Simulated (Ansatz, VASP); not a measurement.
Ga2SeS2: VASP beside Ansatz

```
Ga Se S
1.0
    -2.30466    2.30466    5.28050
     2.30466   -2.30466    5.28050
     2.30466    2.30466   -5.28050
Ga Se S
2 1 2
Direct
  0.63281 0.63281 0.00000
  0.36719 0.36719 0.00000
  0.00000 0.00000 0.00000
  0.25000 0.75000 0.50000
  0.75000 0.25000 0.50000
```

Change from the starting cell: species swapped into the TbSi2Ru2 type (I4/mmm, No. 139).

Alike in both runs: task single point; functional PBE; k mesh 6 × 6 × 6; occupations gaussian, width 0.1 eV; no spin polarisation.

```csv
,VASP,Ansatz
version,VASP 6.6.1,Ansatz 0.2.0
potentials or method,"VASP PAW PBE potentials, release 64 (Ga_d, Se, S), cutoff 520 eV","scalar-relativistic, plane waves, PAW"
valence electrons in the cell,44,54
```

```tsv
	VASP	Ansatz	Ansatz less VASP
gap on the k mesh at the Fermi level (eV)	none	none	-
pressure (GPa)	-6.6	-6.6	-0.04
traceless stress, the component that is largest in VASP (GPa)	-3.42	-3.42	-0.003
rms of the force components (eV/Å)	0.047	0.049	+0.0017
```

Atom by atom the forces differ by 0.002 eV/Å (rms over components). A gap of «none» marks a metal or a gap that the smearing closes. The functional is the same, so the differences come from potentials, cutoffs and numerics. VASP's potentials hold 44 valence electrons a cell and Ansatz's 54, so a difference there can come from the potentials and not from the codes.
